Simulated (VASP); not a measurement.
# H6Os (P4/mmm) in VASP: single point with PBE

Aim: the single point of H6Os with PBE.

Everything below comes from runs of VASP 6.6.1. Logs are shortened: lines on timing, memory, paths and dates and some standing lists are left out, and cuts for length are marked.

## Step 1: The cell of the first run

It takes space group P4/mmm (No. 123, tetragonal). Conventional cell: a = 3.812 Å, b = 3.812 Å, c = 2.571 Å, α = 90.00°, β = 90.00°, γ = 90.00°. H (site symmetry m2m) has 2 H at 1.34 Å and 1 Os at 1.75 Å within 1.8 Å. Within 2.7 Å of H (site symmetry mmm) lie 14 H at 1.90 to 2.70 Å and 4 Os at 2.30 Å. Within 2.3 Å of Os (site symmetry 4/mmm) lie 12 H at 1.75 to 2.30 Å.

The cell was built from a structure type or drawn by symmetry, and may not be a known phase.

## Step 2: Single point, PBE

Contents of INCAR:

```
SYSTEM = H6Os
PREC = Accurate
ENCUT = 500
EDIFF = 1E-6
ISMEAR = 0
SIGMA = 0.1
LREAL = .False.
LASPH = .True.
NELM = 120
ALGO = Normal
ISIF = 2
LWAVE = .False.
LCHARG = .False.
GGA = PE
NBANDS = 20
GGA_COMPAT = .False.
```

Contents of KPOINTS:

```
Automatic mesh
0
Gamma
  10 10 14
  0 0 0
```

Contents of POSCAR:

```
H6Os
1.0
    3.8120215219      0.0000000000      0.0000000000
    0.0000000000      3.8120215219      0.0000000000
    0.0000000000      0.0000000000      2.5710653614
H Os
6 1
Direct
    0.3238301700      0.3238301700      0.5000000000
    0.6761698300      0.6761698300      0.5000000000
    0.6761698300      0.3238301700      0.5000000000
    0.3238301700      0.6761698300      0.5000000000
    0.0000000000      0.5000000000      0.0000000000
    0.5000000000      0.0000000000      0.0000000000
    0.0000000000      0.0000000000      0.5000000000
```

Potentials or basis: VASP PAW PBE potentials, release 64 (H, Os_sv_GW).

Command:

```
> cat potpaw_PBE.64/H/POTCAR potpaw_PBE.64/Os_sv_GW/POTCAR > POTCAR
> mpirun -np 1 vasp_std > vasp.out
```

OUTCAR:

```text
SYSTEM = H6Os
   PREC = Accurate
   ENCUT = 500
   EDIFF = 1E-6
   ISMEAR = 0
   LREAL = .False.
   LASPH = .True.
   NELM = 120
   ISIF = 2
   GGA = PE

 ion  position               nearest neighbor table
   1  0.324  0.324  0.500-   7 1.75
   2  0.676  0.676  0.500-   7 1.75
   3  0.676  0.324  0.500-   7 1.75
   4  0.324  0.676  0.500-   7 1.75
   5  0.000  0.500  0.000-
   6  0.500  0.000  0.000-
   7  0.000  0.000  0.500-   1 1.75   2 1.75   3 1.75   4 1.75

  LATTYP: Found a simple tetragonal cell.
 ALAT       =     3.8120215219
 C/A-ratio  =     0.6744624464

  Lattice vectors:

 A1 = (   3.8120215219,   0.0000000000,   0.0000000000)
 A2 = (   0.0000000000,   3.8120215219,   0.0000000000)
 A3 = (   0.0000000000,   0.0000000000,   2.5710653614)

Analysis of symmetry for initial positions (statically):
=====================================================================
 Subroutine PRICEL returns:
 Original cell was already a primitive cell.

 Routine SETGRP: Setting up the symmetry group for a
 simple tetragonal supercell.

 Subroutine GETGRP returns: Found 16 space group operations
 (whereof 16 operations were pure point group operations)
 out of a pool of 16 trial point group operations.

The static configuration has the point symmetry D_4h.

Analysis of symmetry for dynamics (positions and initial velocities):
=====================================================================
 Subroutine PRICEL returns:
 Original cell was already a primitive cell.

 Routine SETGRP: Setting up the symmetry group for a
 simple tetragonal supercell.

 Subroutine GETGRP returns: Found 16 space group operations
 (whereof 16 operations were pure point group operations)
 out of a pool of 16 trial point group operations.

The dynamic configuration has the point symmetry D_4h.

 Subroutine INISYM returns: Found 16 space group operations
 (whereof 16 operations are pure point group operations),
 and found     1 'primitive' translations

----------------------------------------------------------------------------------------

                                     Primitive cell

  volume of cell :      37.3615

  direct lattice vectors                    reciprocal lattice vectors
     3.812021522  0.000000000  0.000000000     0.262328005  0.000000000  0.000000000
     0.000000000  3.812021522  0.000000000     0.000000000  0.262328005  0.000000000
     0.000000000  0.000000000  2.571065361     0.000000000  0.000000000  0.388943827

  length of vectors
     3.812021522  3.812021522  2.571065361     0.262328005  0.262328005  0.388943827

  position of ions in fractional coordinates (direct lattice)
     0.323830170  0.323830170  0.500000000
     0.676169830  0.676169830  0.500000000
     0.676169830  0.323830170  0.500000000
     0.323830170  0.676169830  0.500000000
     0.000000000  0.500000000  0.000000000
     0.500000000  0.000000000  0.000000000
     0.000000000  0.000000000  0.500000000

  ion indices of the primitive-cell ions
   primitive index   ion index
                 1           1
                 2           2
                 3           3
                 4           4
                 5           5
                 6           6
                 7           7

----------------------------------------------------------------------------------------

 KPOINTS: Automatic mesh

Automatic generation of k-mesh.
 Grid dimensions read from file:
 generate k-points for:   10   10   14

 Generating k-lattice:

  Cartesian coordinates                     Fractional coordinates (reciprocal lattice)
     0.026232800  0.000000000  0.000000000     0.100000000  0.000000000  0.000000000
     0.000000000  0.026232800  0.000000000     0.000000000  0.100000000  0.000000000
     0.000000000  0.000000000  0.027781702     0.000000000  0.000000000  0.071428571

  Length of vectors
     0.026232800  0.026232800  0.027781702

  Shift w.r.t. Gamma in fractional coordinates (k-lattice)
     0.000000000  0.000000000  0.000000000

 Subroutine IBZKPT returns following result:
 ===========================================

 Found    168 irreducible k-points:

 Following reciprocal coordinates:
            Coordinates               Weight
  0.000000  0.000000  0.000000      1.000000
  0.100000  0.000000  0.000000      4.000000
  0.200000  0.000000  0.000000      4.000000
  0.300000  0.000000  0.000000      4.000000
  0.400000  0.000000  0.000000      4.000000
  0.500000  0.000000  0.000000      2.000000
[... 16 lines left out ...]
  0.100000  0.000000  0.071429      8.000000
  0.200000  0.000000  0.071429      8.000000
 [... further k-points ...]
   k-points           NKPTS =    168   k-points in BZ     NKDIM =    168   number of bands    NBANDS=     20
   number of dos      NEDOS =    301   number of ions     NIONS =      7
   total plane-waves  NPLWV =  15680
   dimension x,y,z NGX =    28 NGY =   28 NGZ =   20
   dimension x,y,z NGXF=    56 NGYF=   56 NGZF=   40
   ions per type =               6   1
   NGX,Y,Z   is equivalent  to a cutoff of  12.21, 12.21, 12.93 a.u.
   NGXF,Y,Z  is equivalent  to a cutoff of  24.42, 24.42, 25.86 a.u.
 SYSTEM =  H6Os
   PREC   = accura    normal or accurate (medium, high low for compatibility)
   ISTART =      0    job   : 0-new  1-cont  2-samecut
   ICHARG =      2    charge: 1-file 2-atom 10-const
   ISPIN  =      1    spin polarized calculation?
   LNONCOLLINEAR =      F non collinear calculations
   LSORBIT =      F    spin-orbit coupling
   LASPH  =      T    aspherical Exc in radial PAW
   ENCUT  =  500.0 eV  36.75 Ry    6.06 a.u.   6.95  6.95  4.69*2*pi/ulx,y,z
   NELM   =    120;   NELMIN=  2; NELMDL= -5     # of ELM steps
   EDIFF  = 0.1E-05   stopping-criterion for ELM
   LREAL  =      F    real-space projection
[... 7 lines left out ...]
   TEBEG  =    0.0;   TEEND  =   0.0 temperature during run
   PSTRESS=    0.0 pullay stress
   NELECT =      22.0000    total number of electrons
   NUPDOWN=      -1.0000    fix difference up-down
   EMIN   =  10.00;   EMAX   =-10.00  energy-range for DOS
   EFERMI =   0.00;   METHOD = LEGACY
   ISMEAR =     0;   SIGMA  =   0.10  broadening in eV -4-tet -1-fermi 0-gaus
   EFERMI_NEDOS =   21; number of points for ismear=-14 and -15
   IALGO  =     38    algorithm
   IMIX   =      4    mixing-type and parameters
     AMIX     =   0.40;   BMIX     =  1.00
     AMIX_MAG =   1.60;   BMIX_MAG =  1.00
  volume/ion in A,a.u.               =       5.34        36.02
  Fermi-wavevector in a.u.,A,eV,Ry     =   1.372170  2.593025 25.617721  1.882849
  Thomas-Fermi vector in A             =   2.497801
   LORBIT       =      0    0 simple, 1 ext, 2 COOP (PROOUT), +10 PAW based schemes
   GGA     = PE    functional components
   LHFCALC =     F    Hartree Fock is set to
   AEXX    =    0.0000 exact exchange contribution
   IVDW    =     0    specifies the selected vdW correction
   LEPSILON=     F    determine dielectric tensor
   LRPA    =     F    only Hartree local field effects (RPA)
 non-spin polarized calculation
 Gauss-broadening in eV      SIGMA  =   0.10
  energy-cutoff  :      500.00
  volume of cell :       37.36
 maximum number of plane-waves:       962
 NGX is ok and might be reduce to    28
   NGX = 13   NGY = 13   NGZ =  9

 number of electron      21.9999997 magnetization

 Free energy of the ion-electron system (eV)
  ---------------------------------------------------
  ext. energy  EPLUGINS =         0.00000000
  ---------------------------------------------------
  free energy    TOTEN  =       -26.68321504 eV

  energy without entropy =      -26.67698316  energy(sigma->0) =      -26.68009910

 E-fermi :   5.4632     XC(G=0): -11.5749

 val. band max:        5.4580151757   @ k =   0.2000   0.2000   0.5000
 cond. band min:       5.4737576934   @ k =   0.0000   0.0000   0.1429
 fundamental gap:      0.0157425177
 Fermi energy:         5.4631671324

 k-point     1 :       0.0000    0.0000    0.0000
  band No.  band energies     occupation
      1     -80.8120      2.00000
      2     -40.2032      2.00000
      3     -40.2032      2.00000
      4     -39.8542      2.00000
      5      -7.2965      2.00000
      6      -0.7422      2.00000
[... 12 lines left out ...]
     19      18.9632      0.00000
     20      23.3601      0.00000

 k-point     2 :       0.1000    0.0000    0.0000
  band No.  band energies     occupation
      1     -80.8119      2.00000
      2     -40.2047      2.00000
      3     -40.2029      2.00000
      4     -39.8538      2.00000
      5      -7.1782      2.00000
      6      -0.8833      2.00000
[... 12 lines left out ...]
     19      19.1292      0.00000
     20      22.0287      0.00000

 k-point     3 :       0.2000    0.0000    0.0000
  band No.  band energies     occupation
      1     -80.8121      2.00000
      2     -40.2090      2.00000
      3     -40.2031      2.00000
      4     -39.8540      2.00000
      5      -6.8282      2.00000
      6      -1.4478      2.00000
[... 12 lines left out ...]
     19      19.6085      0.00000
     20      20.4279      0.00000

 k-point     4 :       0.3000    0.0000    0.0000
  band No.  band energies     occupation
      1     -80.8120      2.00000
      2     -40.2134      2.00000
      3     -40.2025      2.00000
      4     -39.8536      2.00000
      5      -6.2603      2.00000
      6      -2.3869      2.00000
[... 12 lines left out ...]
     19      19.2044      0.00000
     20      20.3482      0.00000

 k-point     5 :       0.4000    0.0000    0.0000
  band No.  band energies     occupation
      1     -80.8120      2.00000
      2     -40.2174      2.00000
      3     -40.2022      2.00000
      4     -39.8536      2.00000
      5      -5.5024      2.00000
      6      -3.4582      2.00000
[... 12 lines left out ...]
     19      19.5389      0.00000
     20      21.2463      0.00000

 k-point     6 :       0.5000    0.0000    0.0000
  band No.  band energies     occupation
      1     -80.8120      2.00000
      2     -40.2186      2.00000
      3     -40.2023      2.00000
      4     -39.8532      2.00000
      5      -4.7683      2.00000
      6      -4.3097      2.00000
[... 12 lines left out ...]
     19      19.6450      0.00000
     20      21.8624      0.00000

 k-point     7 :       0.1000    0.1000    0.0000
  band No.  band energies     occupation
      1     -80.8121      2.00000
      2     -40.2050      2.00000
      3     -40.2049      2.00000
      4     -39.8540      2.00000
      5      -7.0616      2.00000
      6      -0.9386      2.00000
[... 12 lines left out ...]
     19      19.2954      0.00000
     20      22.0313      0.00000
[... 277 lines left out ...]
 k-point    20 :       0.5000    0.4000    0.0000
  band No.  band energies     occupation
      1     -80.8117      2.00000
      2     -40.2170      2.00000
      3     -40.2153      2.00000
      4     -39.8527      2.00000
      5      -4.5267      2.00000
      6      -2.3896      2.00000
[... 12 lines left out ...]
     19      22.0803      0.00000
     20      22.1717      0.00000

 k-point    21 :       0.5000    0.5000    0.0000
  band No.  band energies     occupation
      1     -80.8117      2.00000
      2     -40.2166      2.00000
      3     -40.2166      2.00000
      4     -39.8529      2.00000
      5      -4.4948      2.00000
      6      -1.9229      2.00000
[... 12 lines left out ...]
     19      21.2258      0.00000
     20      22.3033      0.00000

 k-point    22 :       0.0000    0.0000    0.0714
  band No.  band energies     occupation
      1     -80.8089      2.00000
      2     -40.1987      2.00000
      3     -40.1987      2.00000
      4     -39.9014      2.00000
      5      -7.1882      2.00000
      6      -0.6452      2.00000
[... 12 lines left out ...]
     19      18.8995      0.00000
     20      23.4592      0.00000

 k-point    23 :       0.1000    0.0000    0.0714
  band No.  band energies     occupation
      1     -80.8089      2.00000
      2     -40.2001      2.00000
      3     -40.1985      2.00000
      4     -39.9012      2.00000
      5      -7.0705      2.00000
      6      -0.7866      2.00000
[... 12 lines left out ...]
     19      19.1619      0.00000
     20      22.0249      0.00000

 k-point    24 :       0.2000    0.0000    0.0714
  band No.  band energies     occupation
      1     -80.8088      2.00000
      2     -40.2039      2.00000
      3     -40.1980      2.00000
      4     -39.9011      2.00000
      5      -6.7220      2.00000
      6      -1.3478      2.00000
[... 12 lines left out ...]
     19      19.5812      0.00000
     20      20.9667      0.00000

 [... further k-points ...]

------------------------ aborting loop because EDIFF is reached ----------------------------------------

  FORCE on cell =-STRESS in cart. coord.  units (eV):
  Direction    XX          YY          ZZ          XY          YZ          ZX
  --------------------------------------------------------------------------------------
  -------------------------------------------------------------------------------------
  Total       -0.3310068     -0.3310068     -0.2961257      0.0000000      0.0000000      0.0000000
  in kB      -14.1946179    -14.1946179    -12.6988077      0.0000000      0.0000000      0.0000000
  external PRESSURE =     -13.6960145 kB  Pullay stress =       0.0000000 kB

 VOLUME and BASIS-vectors are now :
 -----------------------------------------------------------------------------
  energy-cutoff  :      500.00
  volume of cell :       37.36
      direct lattice vectors                 reciprocal lattice vectors
     3.812021522  0.000000000  0.000000000     0.262328005  0.000000000  0.000000000
     0.000000000  3.812021522  0.000000000     0.000000000  0.262328005  0.000000000
     0.000000000  0.000000000  2.571065361     0.000000000  0.000000000  0.388943827

 POSITION                                       TOTAL-FORCE (eV/Angst)
 -----------------------------------------------------------------------------------
      1.23445      1.23445      1.28553        -0.001233     -0.001233     -0.000000
      2.57757      2.57757      1.28553         0.001233      0.001233      0.000000
      2.57757      1.23445      1.28553         0.001233     -0.001233     -0.000000
      1.23445      2.57757      1.28553        -0.001233      0.001233      0.000000
      0.00000      1.90601      0.00000         0.000000     -0.000000     -0.000000
      1.90601      0.00000      0.00000         0.000000     -0.000000     -0.000000
      0.00000      0.00000      1.28553         0.000000     -0.000000     -0.000000
 -----------------------------------------------------------------------------------
    total drift:                                0.000000     -0.000000     -0.000000

  FREE ENERGIE OF THE ION-ELECTRON SYSTEM (eV)
  ---------------------------------------------------
  free  energy   TOTEN  =       -26.6832150435 eV

  energy  without entropy=      -26.6769831627  energy(sigma->0) =      -26.68009910
```

It took 58 s on 1 thread of AMD EPYC 9R45 (Zen 5), shared host; peak memory 0.2 GiB.

Results:

- Free energy: -26.6832 eV
- Pressure: -1.4 GPa
- Band gap on the k mesh: zero (bands 11 and 12 overlap by 1.74 eV)

Caveat: spin-orbit coupling is left out, which moves the levels of the heavy elements.
